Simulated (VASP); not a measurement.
NdP3: single point with PBE

NdP3:

```
Nd P
1.0
     4.78137    0.00000    0.00000
     0.00000    4.78137    0.00000
     0.00000    0.00000    4.78137
Nd P
1 3
Direct
  0.00000 0.00000 0.00000
  0.50000 0.00000 0.00000
  0.00000 0.50000 0.00000
  0.00000 0.00000 0.50000
```

```
Program             : VASP 6.6.1
Task                : single point
Functional          : PBE
Potentials or basis : VASP PAW PBE potentials, release 64 (Nd, P)
Cutoff              : 520 eV
k mesh              : 4 × 4 × 4
Occupations         : gaussian, width 0.1 eV
Spin                : no spin polarisation
```

| Property | Result |
| --- | --- |
| Pressure | 13.0 GPa |

Levels at points of the mesh, in eV from the Fermi level:
```tsv
k point	band 12	band 13	band 14	band 15	band 16	band 17
(0.00, 0.00, 0.00)	-0.49	-0.49	0.11	0.11	0.11	0.42
(0.50, 0.00, 0.00)	-0.84	-0.64	-0.64	0.03	0.03	0.41
(0.50, 0.50, 0.00)	-1.49	-1.03	-1.03	-0.02	0.39	0.42
(0.50, 0.50, 0.50)	-2.55	-2.25	0.35	0.40	0.40	0.40
```

Run time: 24 s on 1 thread of Intel(R) Xeon(R) Platinum 8488C (Sapphire Rapids) (shared host), peak memory 0.21 GiB.

Caveat: spin-orbit coupling is left out, which moves the levels of the heavy elements; without U or exact exchange the open f shell lies at the Fermi level, which spoils levels, moments and volumes. Spin polarisation is off, so any magnetic state and its effect on volume and gap are missing.
